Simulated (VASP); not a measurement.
# GaAsSe3 (P4mm) in VASP: further runs

The runs below take GaAsSe3 through relaxation of cell and atoms, with PBE.

Program: VASP 6.6.1. These are calculated values, not measurements. Logs are shortened: lines on timing, memory, paths and dates and some standing lists are left out, and cuts for length are marked.

## 1. The cell of the first run

Symmetry: P4mm, No. 99, tetragonal system. Conventional cell: a = 4.680 Å, b = 4.680 Å, c = 5.170 Å, α = 90.00°, β = 90.00°, γ = 90.00°. Ga (site symmetry 4mm) has 5 Se at 2.14 to 2.38 Å within 2.8 Å. As (site symmetry 4mm) has 12 Se at 3.02 to 4.01 Å and 4 Ga at 4.07 Å within 4.1 Å. Within 3.1 Å of Se (site symmetry 2mm) lie 2 Ga at 2.38 Å and 2 As at 3.02 Å. Within 2.8 Å of Se (site symmetry 4mm) lie 1 Ga at 2.14 Å.

The cell was built from a structure type or drawn by symmetry, and may not be a known phase.

## 2. Relaxation of cell and atoms, PBE

Contents of INCAR:

```
ALGO = Normal ; EDIFF = 1E-7
EDIFFG = -0.08 ; ENCUT = 500
GGA = PE ; GGA_COMPAT = F
IBRION = 2 ; ISIF = 3
ISMEAR = 0 ; LASPH = T
LCHARG = F ; LREAL = F
LWAVE = F ; NELM = 120
NELMIN = 4 ; NSW = 36
PREC = Accurate ; SIGMA = 0.15
```

Contents of KPOINTS:

```
k-points
0
Gamma
  3 3 3
```

Contents of POSCAR:

```
GaAsSe3
1.0
    4.6801564100      0.0000000000      0.0000000000
    0.0000000000      4.6801564100      0.0000000000
    0.0000000000      0.0000000000      5.1703458200
Ga As Se
1 1 3
Direct
    0.5000000000      0.5000000000      0.5825144600
    0.0000000000      0.0000000000      0.1235879500
    0.0000000000      0.5000000000      0.4941576400
    0.5000000000      0.0000000000      0.4941576400
    0.5000000000      0.5000000000      0.9957823200
```

Potentials or basis: VASP PAW PBE potentials, release 64 (Ga_d, As, Se).

Command:

```sh
cat potpaw_PBE.64/Ga_d/POTCAR potpaw_PBE.64/As/POTCAR potpaw_PBE.64/Se/POTCAR > POTCAR
mpirun -np 1 vasp_std > vasp.out
```

OUTCAR:

```text
EDIFF = 1E-7
   EDIFFG = -0.08
   ENCUT = 500
   GGA = PE
   IBRION = 2
   ISIF = 3
   ISMEAR = 0
   LASPH = T
   LREAL = F
   NELM = 120
   NELMIN = 4
   NSW = 36
   PREC = Accurate

 ion  position               nearest neighbor table
   1  0.500  0.500  0.583-   5 2.14   4 2.38   3 2.38   4 2.38   3 2.38
   2  0.000  0.000  0.124-
   3  0.000  0.500  0.494-   1 2.38   1 2.38
   4  0.500  0.000  0.494-   1 2.38   1 2.38
   5  0.500  0.500  0.996-   1 2.14

  LATTYP: Found a simple tetragonal cell.
 ALAT       =     4.6801564100
 C/A-ratio  =     1.1047378265

  Lattice vectors:

 A1 = (   4.6801564100,   0.0000000000,   0.0000000000)
 A2 = (   0.0000000000,   4.6801564100,   0.0000000000)
 A3 = (   0.0000000000,   0.0000000000,   5.1703458200)

Analysis of symmetry for initial positions (statically):
=====================================================================
 Subroutine PRICEL returns:
 Original cell was already a primitive cell.

 Routine SETGRP: Setting up the symmetry group for a
 simple tetragonal supercell.

 Subroutine GETGRP returns: Found  8 space group operations
 (whereof  8 operations were pure point group operations)
 out of a pool of 16 trial point group operations.

The static configuration has the point symmetry C_4v.

Analysis of symmetry for dynamics (positions and initial velocities):
=====================================================================
 Subroutine PRICEL returns:
 Original cell was already a primitive cell.

 Routine SETGRP: Setting up the symmetry group for a
 simple tetragonal supercell.

 Subroutine GETGRP returns: Found  8 space group operations
 (whereof  8 operations were pure point group operations)
 out of a pool of 16 trial point group operations.

The dynamic configuration has the point symmetry C_4v.

 Subroutine INISYM returns: Found  8 space group operations
 (whereof  8 operations are pure point group operations),
 and found     1 'primitive' translations

----------------------------------------------------------------------------------------

                                     Primitive cell

  volume of cell :     113.2506

  direct lattice vectors                    reciprocal lattice vectors
     4.680156410  0.000000000  0.000000000     0.213668073  0.000000000  0.000000000
     0.000000000  4.680156410  0.000000000     0.000000000  0.213668073  0.000000000
     0.000000000  0.000000000  5.170345820     0.000000000  0.000000000  0.193410660

  length of vectors
     4.680156410  4.680156410  5.170345820     0.213668073  0.213668073  0.193410660

  position of ions in fractional coordinates (direct lattice)
     0.500000000  0.500000000  0.582514460
     0.000000000  0.000000000  0.123587950
     0.000000000  0.500000000  0.494157640
     0.500000000  0.000000000  0.494157640
     0.500000000  0.500000000  0.995782320

  ion indices of the primitive-cell ions
   primitive index   ion index
                 1           1
                 2           2
                 3           3
                 4           4
                 5           5

----------------------------------------------------------------------------------------

 KPOINTS: k-points

Automatic generation of k-mesh.
 Grid dimensions read from file:
 generate k-points for:    3    3    3

 Generating k-lattice:

  Cartesian coordinates                     Fractional coordinates (reciprocal lattice)
     0.071222691  0.000000000  0.000000000     0.333333333  0.000000000  0.000000000
     0.000000000  0.071222691  0.000000000     0.000000000  0.333333333  0.000000000
     0.000000000  0.000000000  0.064470220     0.000000000  0.000000000  0.333333333

  Length of vectors
     0.071222691  0.071222691  0.064470220

  Shift w.r.t. Gamma in fractional coordinates (k-lattice)
     0.000000000  0.000000000  0.000000000

 Subroutine IBZKPT returns following result:
 ===========================================

 Found      6 irreducible k-points:

 Following reciprocal coordinates:
            Coordinates               Weight
  0.000000  0.000000  0.000000      1.000000
  0.333333  0.000000  0.000000      4.000000
  0.333333  0.333333  0.000000      4.000000
  0.000000  0.000000  0.333333      2.000000
  0.333333  0.000000  0.333333      8.000000
  0.333333  0.333333  0.333333      8.000000
   k-points           NKPTS =      6   k-points in BZ     NKDIM =      6   number of bands    NBANDS=     22
   number of dos      NEDOS =    301   number of ions     NIONS =      5
   total plane-waves  NPLWV =  51840
   dimension x,y,z NGX =    36 NGY =   36 NGZ =   40
   dimension x,y,z NGXF=    72 NGYF=   72 NGZF=   80
   ions per type =               1   1   3
   NGX,Y,Z   is equivalent  to a cutoff of  12.79, 12.79, 12.86 a.u.
   NGXF,Y,Z  is equivalent  to a cutoff of  25.58, 25.58, 25.72 a.u.
 SYSTEM =  unknown system
   PREC   = accura    normal or accurate (medium, high low for compatibility)
   ISTART =      0    job   : 0-new  1-cont  2-samecut
   ICHARG =      2    charge: 1-file 2-atom 10-const
   ISPIN  =      1    spin polarized calculation?
   LNONCOLLINEAR =      F non collinear calculations
   LSORBIT =      F    spin-orbit coupling
   LASPH  =      T    aspherical Exc in radial PAW
   ENCUT  =  500.0 eV  36.75 Ry    6.06 a.u.   8.53  8.53  9.43*2*pi/ulx,y,z
   NELM   =    120;   NELMIN=  4; NELMDL= -5     # of ELM steps
   EDIFF  = 0.1E-06   stopping-criterion for ELM
   LREAL  =      F    real-space projection
   EDIFFG = -.8E-01   stopping-criterion for IOM
   NSW    =     36    number of steps for IOM
   IBRION =      2    ionic relax: 0-MD 1-quasi-New 2-CG
   NFREE  =      1    steps in history (QN), initial steepest desc. (CG)
   ISIF   =      3    stress and relaxation
   ISYM   =      2    0-nonsym 1-usesym 2-fastsym
   POTIM  = 0.5000    time-step for ionic-motion
   TEBEG  =    0.0;   TEEND  =   0.0 temperature during run
   PSTRESS=    0.0 pullay stress
   NELECT =      36.0000    total number of electrons
   NUPDOWN=      -1.0000    fix difference up-down
   EMIN   =  10.00;   EMAX   =-10.00  energy-range for DOS
   EFERMI =   0.00;   METHOD = LEGACY
   ISMEAR =     0;   SIGMA  =   0.15  broadening in eV -4-tet -1-fermi 0-gaus
   EFERMI_NEDOS =   21; number of points for ismear=-14 and -15
   IALGO  =     38    algorithm
   IMIX   =      4    mixing-type and parameters
     AMIX     =   0.40;   BMIX     =  1.00
     AMIX_MAG =   1.60;   BMIX_MAG =  1.00
  volume/ion in A,a.u.               =      22.65       152.85
  Fermi-wavevector in a.u.,A,eV,Ry     =   1.117281  2.111354 16.984367  1.248316
  Thomas-Fermi vector in A             =   2.253902
   LORBIT       =      0    0 simple, 1 ext, 2 COOP (PROOUT), +10 PAW based schemes
   GGA     = PE    functional components
   LHFCALC =     F    Hartree Fock is set to
   AEXX    =    0.0000 exact exchange contribution
   IVDW    =     0    specifies the selected vdW correction
   LEPSILON=     F    determine dielectric tensor
   LRPA    =     F    only Hartree local field effects (RPA)
 conjugate gradient relaxation of ions
 non-spin polarized calculation
 Gauss-broadening in eV      SIGMA  =   0.15
  energy-cutoff  :      500.00
  volume of cell :      113.25
 maximum number of plane-waves:      2899
 NGX is ok and might be reduce to    36
   NGX = 17   NGY = 17   NGZ = 19

--------------------------------------- Ionic step        1  -------------------------------------------

 number of electron      35.9999992 magnetization

 Free energy of the ion-electron system (eV)
  ---------------------------------------------------
  ext. energy  EPLUGINS =         0.00000000
  ---------------------------------------------------
  free energy    TOTEN  =       -15.66437820 eV

  energy without entropy =      -15.62916256  energy(sigma->0) =      -15.64677038

------------------------ aborting loop because EDIFF is reached ----------------------------------------

  FORCE on cell =-STRESS in cart. coord.  units (eV):
  Direction    XX          YY          ZZ          XY          YZ          ZX
  --------------------------------------------------------------------------------------
  -------------------------------------------------------------------------------------
  Total        4.4031043      4.4031043      9.5678703      0.0000000      0.0000000     -0.0000000
  in kB       62.2915634     62.2915634    135.3585013      0.0000000      0.0000000     -0.0000000
  external PRESSURE =      86.6472093 kB  Pullay stress =       0.0000000 kB
[... 98 lines left out ...]
  FREE ENERGIE OF THE ION-ELECTRON SYSTEM (eV)
  ---------------------------------------------------
  free  energy   TOTEN  =       -16.6204369020 eV

  energy  without entropy=      -16.5908043886  energy(sigma->0) =      -16.60562065

[... ionic steps 4 to 12 ...]

--------------------------------------- Ionic step       13  -------------------------------------------

 number of electron      36.0000002 magnetization

------------------------ aborting loop because EDIFF is reached ----------------------------------------

  FORCE on cell =-STRESS in cart. coord.  units (eV):
  Direction    XX          YY          ZZ          XY          YZ          ZX
  --------------------------------------------------------------------------------------
  -------------------------------------------------------------------------------------
  Total       -0.1108331     -0.1108331     -0.0251295      0.0000000      0.0000000      0.0000000
  in kB       -1.3358076     -1.3358076     -0.3028717      0.0000000      0.0000000      0.0000000
  external PRESSURE =      -0.9914957 kB  Pullay stress =       0.0000000 kB
[... 63 lines left out ...]
  energy  without entropy=      -18.1070391538  energy(sigma->0) =      -18.12154533

--------------------------------------- Ionic step       15  -------------------------------------------

 number of electron      36.0000002 magnetization

 Free energy of the ion-electron system (eV)
  ---------------------------------------------------
  ext. energy  EPLUGINS =         0.00000000
  ---------------------------------------------------
  free energy    TOTEN  =       -18.13694325 eV

  energy without entropy =      -18.10802902  energy(sigma->0) =      -18.12248613

 E-fermi :   2.5827     XC(G=0):  -8.8675

 val. band max:        2.5742165473   @ k =   0.3333   0.3333   0.3333
 cond. band min:       3.3223454188   @ k =   0.3333   0.3333   0.0000
 fundamental gap:      0.7481288715
 Fermi energy:         2.5826861851

 k-point     1 :       0.0000    0.0000    0.0000
  band No.  band energies     occupation
      1     -12.2573      2.00000
      2     -12.2514      2.00000
      3     -12.1593      2.00000
      4     -12.1284      2.00000
      5     -12.1284      2.00000
      6     -12.1230      2.00000
[... 171 lines left out ...]
  FREE ENERGIE OF THE ION-ELECTRON SYSTEM (eV)
  ---------------------------------------------------
  free  energy   TOTEN  =       -18.1369432536 eV

  energy  without entropy=      -18.1080290157  energy(sigma->0) =      -18.12248613

 reached required accuracy - stopping structural energy minimisation
```

It took 2.2 min on 1 thread of Intel Xeon 6975P-C (Granite Rapids), shared host; peak memory 0.23 GiB.

Results:

| Property | Result |
| --- | --- |
| Free energy | -18.1369 eV |
| Relaxed volume | 26.53 Å³/atom |
| Relaxed cell | a = 4.763 Å, b = 4.763 Å, c = 5.846 Å, α = 90.00°, β = 90.00°, γ = 90.00° |
| Space group after relaxing (to 0.1 Å) | P4mm (No. 99) |
| Energy gained by relaxing | 494.5 meV/atom |
| Ionic steps | 15 |
| Pressure after relaxing | 0.0 GPa |
| Largest force after relaxing | 0.029 eV/Å |
| Band gap on the k mesh | zero (bands 18 and 19 overlap by 0.65 eV) |

Forces in eV/Å, atoms in the order of the input:
```
Ga   0.000  0.000 -0.029
As   0.000  0.000 -0.006
Se   0.000  0.000  0.022
Se   0.000  0.000  0.022
Se   0.000  0.000 -0.010
```

The path:
```csv
step,energy change (eV),largest force (eV/Å),pressure (GPa),volume (Å³)
1,0.0000,4.1613,8.66,113.25
2,-0.9146,2.3554,-3.34,134.44
3,-0.9561,2.3437,-1.71,129.01
4,-1.6213,2.1597,-1.77,129.21
5,-2.1156,1.0276,0.91,129.66
6,-2.2985,0.5357,-0.57,129.53
7,-2.3000,0.5279,-0.44,129.54
8,-2.3757,0.4114,0.90,127.73
9,-2.3920,0.4572,2.03,126.37
10,-2.4397,0.3275,1.06,129.02
11,-2.4661,0.1878,-0.57,134.32
12,-2.4676,0.1802,-0.28,133.30
13,-2.4708,0.0880,-0.10,132.93
14,-2.4717,0.1031,0.05,132.64
15,-2.4726,0.0286,0.00,132.66
```

Final structure:
```xyz
5
Lattice="4.7635 0.0000 0.0000 0.0000 4.7635 0.0000 0.0000 0.0000 5.8465" Properties=species:S:1:pos:R:3 pbc="T T T"
Ga    2.3817    2.3817    3.5829
As    0.0000    4.7635    1.2676
Se    4.7635    2.3817    2.4766
Se    2.3817    0.0000    2.4766
Se    2.3817    2.3817    0.0780
```

Levels at points of the mesh, in eV from the Fermi level:
```
           k point  band 16  band 17  band 18  band 19  band 20  band 21
(0.00, 0.00, 0.00)    -1.44    -0.50    -0.50    -0.45    -0.12     2.46
```

Caveat: the k points lie up to 0.44 Å⁻¹ apart in the final cell, too coarse for converged energies and pressures of a metal; the volume moved by over 15 % at a fixed basis, so the end points are rough.

## 3. Relaxation of cell and atoms, PBE

This run uses another cell than the first one, of 25.20 Å³/atom.

Contents of INCAR:

```
PREC = Accurate ; ENCUT = 500
EDIFF = 1E-7 ; ISMEAR = 0
SIGMA = 0.15 ; LREAL = F
LASPH = T ; NELM = 120
ALGO = Normal ; ISIF = 3
LWAVE = F ; LCHARG = F
GGA = PE ; IBRION = 2
NSW = 36 ; EDIFFG = -0.08
GGA_COMPAT = F ; NELMIN = 4
```

Contents of KPOINTS:

```
Automatic mesh
0
Gamma
  3 3 2
```

Contents of POSCAR:

```
GaAsSe3
1.0
    4.5742009800      0.0000000000      0.0000000000
    0.0000000000      4.5742009800      0.0000000000
    0.0000000000      0.0000000000      6.0222682000
Ga As Se
1 1 3
Direct
    0.5000000000      0.5000000000      0.6952151100
    0.0000000000      0.0000000000      0.9733234000
    0.5000000000      0.0000000000      0.1952777100
    0.0000000000      0.5000000000      0.1952777100
    0.0000000000      0.0000000000      0.5491080900
```

Potentials or basis: VASP PAW PBE potentials, release 64 (Ga_d, As, Se).

Command:

```sh
cat potpaw_PBE.64/Ga_d/POTCAR potpaw_PBE.64/As/POTCAR potpaw_PBE.64/Se/POTCAR > POTCAR
mpirun -np 1 vasp_std > vasp.out
```

Run time: 2.3 min. Hardware: 1 thread of Intel Xeon 6975P-C (Granite Rapids), shared host; peak memory 0.24 GiB.

The run converged. Its results:

```
Free energy                           : -17.3145 eV
Relaxed volume                        : 26.60 Å³/atom
Relaxed cell                          : a = 4.546 Å, b = 4.546 Å, c = 6.433 Å, α = 90.00°, β = 90.00°, γ = 90.00°
Space group after relaxing (to 0.1 Å) : P4mm (No. 99)
Energy gained by relaxing             : 67.8 meV/atom
Ionic steps                           : 17
Pressure after relaxing               : 0.0 GPa
Largest force after relaxing          : 0.075 eV/Å
Band gap on the k mesh                : zero (bands 18 and 19 overlap by 0.64 eV)
```

Forces on the atoms (eV/Å):
```
Ga   0.000  0.000 -0.044
As   0.000  0.000  0.034
Se   0.000  0.000 -0.033
Se   0.000  0.000 -0.033
Se   0.000  0.000  0.075
```

Stress tensor (GPa, compression positive):
```
-0.06  0.00  0.00
 0.00 -0.06  0.00
 0.00  0.00  0.12
```

The path:
| step | energy change (eV) | largest force (eV/Å) | pressure (GPa) | volume (Å³) |
| --- | --- | --- | --- | --- |
| 1 | 0.0000 | 0.7576 | -0.53 | 126.01 |
| 2 | -0.0693 | 0.8388 | 0.32 | 124.51 |
| 3 | -0.1210 | 0.8059 | 2.05 | 121.96 |
| 4 | -0.1623 | 0.7350 | 1.76 | 123.17 |
| 5 | -0.2481 | 0.5720 | 1.15 | 126.85 |
| 6 | -0.2797 | 0.2088 | 0.91 | 134.42 |
| 7 | -0.2834 | 0.2628 | 0.91 | 132.96 |
| 8 | -0.2962 | 0.2036 | -0.05 | 135.26 |
| 9 | -0.2966 | 0.1890 | -0.24 | 135.74 |
| 10 | -0.3027 | 0.0962 | -0.29 | 135.67 |
| 11 | -0.3158 | 0.3285 | -0.44 | 135.46 |
| 12 | -0.3186 | 0.3447 | -0.43 | 135.28 |
| 13 | -0.3251 | 0.4015 | -0.39 | 134.75 |
| 14 | -0.3275 | 0.5265 | -0.27 | 133.66 |
| 15 | -0.3283 | 0.4859 | -0.31 | 134.03 |
| 16 | -0.3326 | 0.3711 | -0.24 | 133.76 |
| 17 | -0.3390 | 0.0749 | 0.00 | 132.98 |

Final structure:
```yaml
crystal:
  lattice:
    - [4.54645, 0.00000, 0.00000]
    - [0.00000, 4.54645, 0.00000]
    - [0.00000, 0.00000, 6.43348]
  atoms:
    - { symbol: Ga, position: [0.50000, 0.50000, 0.67054] }
    - { symbol: As, position: [0.00000, 0.00000, 0.98497] }
    - { symbol: Se, position: [0.50000, 0.00000, 0.17161] }
    - { symbol: Se, position: [0.00000, 0.50000, 0.17161] }
    - { symbol: Se, position: [0.00000, 0.00000, 0.60946] }
```

Levels at points of the mesh, in eV from the Fermi level:
```tsv
k point	band 16	band 17	band 18	band 19	band 20	band 21
(0.00, 0.00, 0.00)	-1.99	-1.40	-0.57	-0.57	1.83	1.83
(0.00, 0.00, 0.50)	-1.73	-1.49	-0.43	-0.43	1.83	2.55
```

Caveat: the k points lie up to 0.49 Å⁻¹ apart in the final cell, too coarse for converged energies and pressures of a metal; the relaxation stopped at a loose force limit of 0.08 eV/Å, so its end isn't a converged minimum.
